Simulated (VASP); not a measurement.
Wanted: the native input for a VASP 6.6.1 run.

| Property | Result |
| --- | --- |
| Task | single point |
| Functional | PBEsol |
| Dispersion | D3(BJ) |
| Potentials or basis | VASP PAW PBE potentials, release 64 (C) |
| Cutoff | 520 eV |
| k mesh | 21 × 21 × 12 |
| Occupations | gaussian, width 0.15 eV |
| Spin | no spin polarisation |
| Dipole correction | no |
| Further INCAR settings | ALGO = Normal; EDIFF = 1e-07; NBANDS = 11 |

The structure of C lies in POSCAR:

```
C
1.0
    2.4372596835      0.0000000000      0.0000000000
   -1.2186298418      2.1107288015      0.0000000000
    0.0000000000      0.0000000000      3.5001875387
C
2
Direct
    0.3427300877      0.6854601753      0.0000000000
    0.6572699123      0.3145398247      0.0000000000
```

This cell differs from its parent crystal: atoms displaced along a vibrational mode, the cell strained.

One way to write it, as run:

INCAR

```
PREC     = Accurate       # precision mode
ENCUT    = 520            # plane-wave cutoff, eV
EDIFF    = 1E-7           # SCF threshold, eV
ISMEAR   = 0              # smearing method
SIGMA    = 0.15           # smearing width, eV
LREAL    = False          # projectors in reciprocal space
LASPH    = True           # aspherical terms in the spheres
NELM     = 60             # most SCF steps
ALGO     = Normal         # electronic algorithm
ISIF     = 2              # what is computed and relaxed
LWAVE    = False          # write WAVECAR
LCHARG   = False          # write CHGCAR
GGA      = PS             # functional
IVDW     = 12             # dispersion correction
NBANDS   = 11             # bands
```

KPOINTS

```
regular mesh
0
Gamma
  21 21 12
```

Potentials or basis: VASP PAW PBE potentials, release 64 (C).

Command:

```bash
$ cat potpaw_PBE.64/C/POTCAR > POTCAR
$ mpirun -np 1 vasp_std > vasp.out
```

It gave:

```
Pressure                   : 11.3 GPa
Largest force              : 5.117 eV/Å
Band gap on the k mesh     : zero (bands 4 and 5 overlap by 0.23 eV)
Dispersion energy per atom : -0.105 eV
```

Caveat: the cell differs from its parent crystal (atoms displaced along a vibrational mode, the cell strained); the stress differs along the axes, from 0 to 29 GPa; the PAW data sets were made with another functional, which shifts forces and pressure a little.

Run time: 2.3 min on 1 thread of Intel(R) Xeon(R) Platinum 8259CL CPU @ 2.50GHz (Skylake/Cascade Lake), on a shared host, peak memory 0.24 GiB.
